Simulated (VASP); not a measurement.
A run of VASP 6.6.1:

POSCAR

```
Zn
1.0
    2.2681701736     -1.3084870100      0.0000000000
    2.2681701736      1.3084870100      0.0000000000
   -1.5917165425      0.0000000000      7.3004081919
Zn
3
Direct
    0.7780178600      0.7780178600      0.3345049800
    0.2219821400      0.2219821400      0.6654950200
    0.0000000000      0.0000000000      0.0000000000
```

Contents of INCAR.step1:

```
SYSTEM = Zn
ALGO     = Normal         ! electronic algorithm
EDIFF    = 1E-4           ! SCF threshold, eV
ENCUT    = 520            ! plane-wave cutoff, eV
GGA      = PE             ! functional
ISMEAR   = -1             ! smearing method
LASPH    = .True.         ! aspherical terms in the spheres
LCHARG   = .False.        ! write CHGCAR
LREAL    = .False.        ! projectors in reciprocal space
LWAVE    = .True.         ! write WAVECAR
NBANDS   = 25             ! bands
NELM     = 100            ! most SCF steps
PREC     = Accurate       ! precision mode
SIGMA    = 0.05           ! smearing width, eV
```

File INCAR.step2:

```
SYSTEM = Zn
ALGO     = Normal         ! electronic algorithm
EDIFF    = 1E-6           ! SCF threshold, eV
ENCUT    = 520            ! plane-wave cutoff, eV
ISIF     = 2              ! what is computed and relaxed
ISMEAR   = -1             ! smearing method
ISTART   = 1            
LASPH    = .True.         ! aspherical terms in the spheres
LCHARG   = .False.        ! write CHGCAR
LMIXTAU  = .True.       
LREAL    = .False.        ! projectors in reciprocal space
LWAVE    = .False.        ! write WAVECAR
METAGGA  = R2SCAN         ! meta-GGA
NBANDS   = 25             ! bands
NELM     = 100            ! most SCF steps
PREC     = Accurate       ! precision mode
SIGMA    = 0.05           ! smearing width, eV
```

File KPOINTS:

```
k-points
0
Gamma
  7 7 2
  0 0 0
```

Potentials or basis: VASP PAW PBE potentials, release 64 (Zn).

Launch:

```bash
$ cat potpaw_PBE.64/Zn/POTCAR > POTCAR
$ cp INCAR.step1 INCAR
$ mpirun -np 1 vasp_std > vasp.out
$ cp INCAR.step2 INCAR
$ mpirun -np 1 vasp_std > vasp.out
```

Hardware: 1 thread of Intel(R) Xeon(R) Platinum 8488C (Sapphire Rapids) (shared host).

Q: Estimate the wall time of this run.

A: Wall time 70 s on 1 thread of Intel(R) Xeon(R) Platinum 8488C (Sapphire Rapids) (shared host), peak memory 0.17 GiB. Counts: k points 32.
